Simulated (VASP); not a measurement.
Runs of VASP 6.6.1 on LiCl. The structure is cubic, space group Fm-3m (No. 225). Conventional cell: a = 5.112 Å, b = 5.112 Å, c = 5.112 Å, α = 90.00°, β = 90.00°, γ = 90.00°. Li (site symmetry m-3m) has 6 Cl at 2.56 Å within 3.4 Å. Cl (site symmetry m-3m) has 6 Li at 2.56 Å within 3.4 Å. 

```csv
level,k mesh,grid for exact exchange (PRECFOCK),share of exact exchange,screening parameter,gap on the mesh (eV)
PBE0,6 × 6 × 6,Normal,0.25,-,8.52
PBE,8 × 8 × 8,-,-,-,6.40
r2SCAN,6 × 6 × 6,-,-,-,7.36
PBE,6 × 6 × 6,-,-,-,6.40
HSE06,6 × 6 × 6,Normal,0.25,0.2079 1/Å,(a)
```

Alike in all rows: task single point; potentials or basis VASP PAW PBE potentials, release 64 (Li_sv, Cl); no spin polarisation; cell as given; cutoff (eV) 520; smearing gaussian 0.01 eV.

Question: Estimate the missing entries.

Answer: (a) 7.79.

A k mesh can miss the band edges.
